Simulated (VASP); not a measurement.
Set up this calculation in VASP 6.6.1, as the native input.

```yaml
Task: single point
Functional: LDA
Potentials_or_basis: VASP PAW LDA potentials, release 64 (Ta_pv, N)
Cutoff: 520 eV
k_mesh: 12 × 12 × 10
Occupations: methfessel-paxton, width 0.3 eV
Spin: no spin polarisation
Dipole_correction: no
Further_INCAR_settings: ALGO = Normal; EDIFF = 1e-06; NBANDS = 15
```

The structure of TaN lies in POSCAR:

```
TaN
1.0
    2.9380000000      0.0000000000      0.0000000000
   -1.4690000000      2.5443830000      0.0000000000
    0.0000000000      0.0000000000      2.8830000000
Ta N
1 1
Direct
    0.3333333333      0.6666666667      0.5000000000
    0.0000000000      0.0000000000      0.0000000000
```

One way to write it, as run:

INCAR

```
  PREC = Accurate
  ENCUT = 520
  EDIFF = 1E-6
  ISMEAR = 1
  SIGMA = 0.3
  LREAL = False
  LASPH = True
  NELM = 60
  ALGO = Normal
  ISIF = 2
  LWAVE = False
  LCHARG = True
  GGA = CA
  LELF = True
  LVHAR = True
  NBANDS = 15
```

KPOINTS

```
regular mesh
0
Gamma
  12 12 10
```

Potentials or basis: VASP PAW LDA potentials, release 64 (Ta_pv, N).

Run with:

```console
$ cat potpaw_LDA.64/Ta_pv/POTCAR potpaw_LDA.64/N/POTCAR > POTCAR
$ mpirun -np 1 vasp_std > vasp.out
```

It gave:

| Property | Result |
| --- | --- |
| Pressure | -9.8 GPa |
| Band gap on the k mesh | zero (band 8 reaches 8.48 eV, above the bottom of band 9 at 7.99 eV) |

Caveat: spin-orbit coupling is left out, which moves the levels of the heavy elements.

Run time: 19 s on 1 thread of AMD EPYC 9R14 (Zen 4), with other jobs on the host, peak memory 0.13 GiB.
